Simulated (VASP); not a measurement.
Here is a VASP 6.6.1 calculation.

File INCAR:

```
ALGO = Normal
EDIFF = 1E-6
ENCUT = 520
GGA = PE
ISIF = 2
ISMEAR = -1
LASPH = T
LCHARG = F
LREAL = F
LWAVE = F
NBANDS = 16
NELM = 80
PREC = Accurate
SIGMA = 0.1
```

KPOINTS

```
k-points
0
Gamma
  12 12 12
```

File POSCAR:

```
CdS
1.0
    0.0000000000      2.7868851826      2.7868851826
    2.7868851826      0.0000000000      2.7868851826
    2.7868851826      2.7868851826      0.0000000000
Cd S
1 1
Direct
    0.0000000000      0.0000000000      0.0000000000
    0.2500000000      0.2500000000      0.2500000000
```

Potentials or basis: VASP PAW PBE potentials, release 64 (Cd, S).

The run is started by

```bash
$ cat potpaw_PBE.64/Cd/POTCAR potpaw_PBE.64/S/POTCAR > POTCAR
$ mpirun -np 1 vasp_std > vasp.out
```

Question: What does it give for the band gap on the k mesh?

Answer: 1.43 eV, direct.

Question: What does it give for the pressure?

Answer: 15.6 GPa.

A k mesh can miss the band edges.
